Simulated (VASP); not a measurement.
Input of a VASP 6.6.1 run:

Contents of INCAR:

```
PREC = Accurate
ENCUT = 520
EDIFF = 1E-6
ISMEAR = 0
SIGMA = 0.1
LREAL = False
LASPH = True
NELM = 80
ALGO = Normal
ISIF = 2
LWAVE = False
LCHARG = False
GGA = PE
NBANDS = 35
```

Contents of KPOINTS:

```
Automatic mesh
0
Gamma
  3 3 6
```

The input POSCAR:

```
ReS3
1.0
   10.1535034299      0.0000000000      0.0000000000
   -5.0767517150      8.7931919077      0.0000000000
    0.0000000000      0.0000000000      2.8561523071
Re S
2 6
Direct
    0.3333333333      0.6666666667      0.7500000000
    0.6666666667      0.3333333333      0.2500000000
    0.2277046460      0.4554092921      0.2500000000
    0.2277046460      0.7722953540      0.2500000000
    0.5445907079      0.7722953540      0.2500000000
    0.7722953540      0.5445907079      0.7500000000
    0.7722953540      0.2277046460      0.7500000000
    0.4554092921      0.2277046460      0.7500000000
```

Potentials or basis: VASP PAW PBE potentials, release 64 (Re, S).

Command:

```console
$ cat potpaw_PBE.64/Re/POTCAR potpaw_PBE.64/S/POTCAR > POTCAR
$ mpirun -np 1 vasp_std > vasp.out
```

Q: Predict the band gap on the k mesh.

A: Zero (bands 25 and 26 overlap by 1.16 eV).

Q: What does it give for the pressure?

A: 0.1 GPa.

Stress tensor (GPa, compression positive):
```
0.17 0.00 0.00
0.00 0.17 0.00
0.00 0.00 0.07
```

Caveat: the k points lie up to 0.37 Å⁻¹ apart, too coarse for converged energies and pressures of a metal; spin-orbit coupling is left out, which moves the levels of the heavy elements; this functional lacks dispersion, which binds layers or chains, so the pressure and a relaxed spacing across them are unreliable.
